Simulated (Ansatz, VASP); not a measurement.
AlCdCl2: VASP beside Ansatz

INCAR

```
SYSTEM = AlCdCl2
ALGO     = Normal         ! electronic algorithm
EDIFF    = 1E-7           ! SCF threshold, eV
EDIFFG   = -0.04          ! ionic threshold
ENCUT    = 600            ! plane-wave cutoff, eV
GGA      = PE             ! functional
IBRION   = 2              ! ionic algorithm
ISIF     = 3              ! what is computed and relaxed
ISMEAR   = 0              ! smearing method
LASPH    = .True.         ! aspherical terms in the spheres
LCHARG   = .False.        ! write CHGCAR
LREAL    = .False.        ! projectors in reciprocal space
LWAVE    = .False.        ! write WAVECAR
NELM     = 80             ! most SCF steps
NSW      = 90             ! ionic steps
PREC     = Accurate       ! precision mode
SIGMA    = 0.1            ! smearing width, eV
```

The input KPOINTS:

```
k-points
0
Gamma
  6 6 6
  0 0 0
```

File POSCAR:

```
AlCdCl2
1.0
   -2.0385375000      2.0385375000      5.0748574900
    2.0385375000     -2.0385375000      5.0748574900
    2.0385375000      2.0385375000     -5.0748574900
Al Cd Cl
1 1 2
Direct
    0.2500000000      0.7500000000      0.5000000000
    0.5000000000      0.5000000000      0.0000000000
    0.8583774300      0.3583774300      0.5000000000
    0.6416225700      0.1416225700      0.5000000000
```

Input for Ansatz:

```yaml
crystal:
  lattice:
    - [-2.0385375, 2.0385375, 5.07485749]
    - [2.0385375, -2.0385375, 5.07485749]
    - [2.0385375, 2.0385375, -5.07485749]
  atoms:
    - { symbol: Al, position: [0.25, 0.75, 0.5] }
    - { symbol: Cd, position: [0.5, 0.5, 0.0] }
    - { symbol: Cl, position: [0.85837743, 0.35837743, 0.5] }
    - { symbol: Cl, position: [0.64162257, 0.14162257, 0.5] }
basis:
  ecutwfc: 420
kpoints:
  mp_grid: { grid: [6, 6, 6] }
hamiltonian:
  xc: pbe
scf:
  occupations: { method: gaussian, width: 0.1 }
  lower_state_search: "off"
output:
  forces: true
  stress: true
  eigenvalues: true
relax:
  adjacent_minimum: "off"
  f_tol: 0.04
  max_steps: 70
  cell: { stress_tol: 0.4 }
```

Alike in both runs: task relaxation of cell and atoms; functional PBE; k mesh 6 × 6 × 6; occupations gaussian, width 0.1 eV; no spin polarisation.

|  | VASP | Ansatz |
| --- | --- | --- |
| version | VASP 6.6.1 | Ansatz 0.2.0 |
| potentials or method | VASP PAW PBE potentials, release 64 (Al, Cd, Cl), cutoff 600 eV | scalar-relativistic, plane waves, PAW |
| valence electrons in the cell | 29 | 37 |

```csv
,VASP,Ansatz,Ansatz less VASP
"gap on the k mesh at the Fermi level, each at its own relaxed structure (eV)",none,none,-
relaxed volume (Å³/atom),30.08,25.89,-4.186
relaxed length of the cell vector where the two differ most in proportion (Å),7.121,8.608,+1.4871
```

A gap of «none» marks a metal or a gap that the smearing closes. One of these differences is far larger than is usual between the two programs; its cause wasn't traced. VASP's potentials hold 29 valence electrons a cell and Ansatz's 37, so a difference there can come from the potentials and not from the codes.

The k mesh is coarse, so the values compare programs but aren't converged. Noted on VASP's run: the volume moved by over 15 % at a fixed basis, so the end points are rough.
